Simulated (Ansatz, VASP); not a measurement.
One calculation of HfO2, two programs

File INCAR:

```
PREC = Accurate
ENCUT = 520
EDIFF = 1E-7
ISMEAR = 0
SIGMA = 0.015
LREAL = False
LASPH = True
NELM = 80
ALGO = Normal
ISIF = 2
LWAVE = False
LCHARG = True
GGA = PE
LELF = True
LVHAR = True
NBANDS = 56
```

KPOINTS

```
Automatic mesh
0
Gamma
  5 6 5
```

Contents of POSCAR:

```
HfO2
1.0
    5.2194633600      0.0000000000      0.0000000000
    0.0000000000      5.0047636900      0.0000000000
    0.0000000000      0.0000000000      5.0326850500
Hf O
4 8
Direct
    0.9669940000      0.7325208200      0.7414403500
    0.5330060000      0.7325208200      0.2414403500
    0.4669940000      0.2674791800      0.7414403500
    0.0330060000      0.2674791800      0.2414403500
    0.6321274500      0.9286454000      0.8792672600
    0.8678725500      0.9286454000      0.3792672600
    0.2339485200      0.5398830500      0.4922923900
    0.2660514800      0.5398830500      0.9922923900
    0.7660514800      0.4601169500      0.9922923900
    0.7339485200      0.4601169500      0.4922923900
    0.1321274500      0.0713546000      0.8792672600
    0.3678725500      0.0713546000      0.3792672600
```

input.yaml

```yaml
crystal:
  lattice:
    - [5.21946336, 0.0, 0.0]
    - [0.0, 5.00476369, 0.0]
    - [0.0, 0.0, 5.03268505]
  atoms:
    - { symbol: Hf, position: [0.966994, 0.73252082, 0.74144035] }
    - { symbol: Hf, position: [0.533006, 0.73252082, 0.24144035] }
    - { symbol: Hf, position: [0.466994, 0.26747918, 0.74144035] }
    - { symbol: Hf, position: [0.033006, 0.26747918, 0.24144035] }
    - { symbol: O, position: [0.63212745, 0.9286454, 0.87926726] }
    - { symbol: O, position: [0.86787255, 0.9286454, 0.37926726] }
    - { symbol: O, position: [0.23394852, 0.53988305, 0.49229239] }
    - { symbol: O, position: [0.26605148, 0.53988305, 0.99229239] }
    - { symbol: O, position: [0.76605148, 0.46011695, 0.99229239] }
    - { symbol: O, position: [0.73394852, 0.46011695, 0.49229239] }
    - { symbol: O, position: [0.13212745, 0.0713546, 0.87926726] }
    - { symbol: O, position: [0.36787255, 0.0713546, 0.37926726] }
hamiltonian:
  xc: pbe
  pseudopotentials: { kind: paw }
kpoints:
  mp_grid: { grid: [5, 6, 5] }
scf:
  occupations: { method: gaussian, width: 0.015 }
output:
  forces: true
  stress: true
  eigenvalues: true
```

Alike in both runs: task single point; functional PBE; k mesh 5 × 6 × 5; occupations gaussian, width 0.015 eV; no spin polarisation.

```csv
,VASP,Ansatz
version,VASP 6.6.1,Ansatz 0.2.0
potentials or method,"VASP PAW PBE potentials, release 64 (Hf_pv, O)",Ansatz PAW
plane-wave cutoff (eV),520,420
valence electrons in the cell,88,152
```

```tsv
	VASP	Ansatz	Ansatz less VASP
gap on the k mesh at the Fermi level (eV)	4.44	4.48	+0.045
least direct gap on the mesh (eV)	4.65	4.68	+0.037
pressure (GPa)	6.3	9.8	+3.42
traceless stress, the component that is largest in VASP (GPa)	0.18	0.17	-0.004
rms of the force components (eV/Å)	0.031	0.055	+0.0243
```

Atom by atom the forces differ by 0.029 eV/Å (rms over components). VASP's potentials hold 88 valence electrons a cell and Ansatz's 152, so a difference there can come from the potentials and not from the codes.

Neither program's run includes spin-orbit coupling. Noted on Ansatz's run: odd divisions of the mesh miss points on the zone boundary, where band edges often lie, so the gap on the mesh can be too wide.
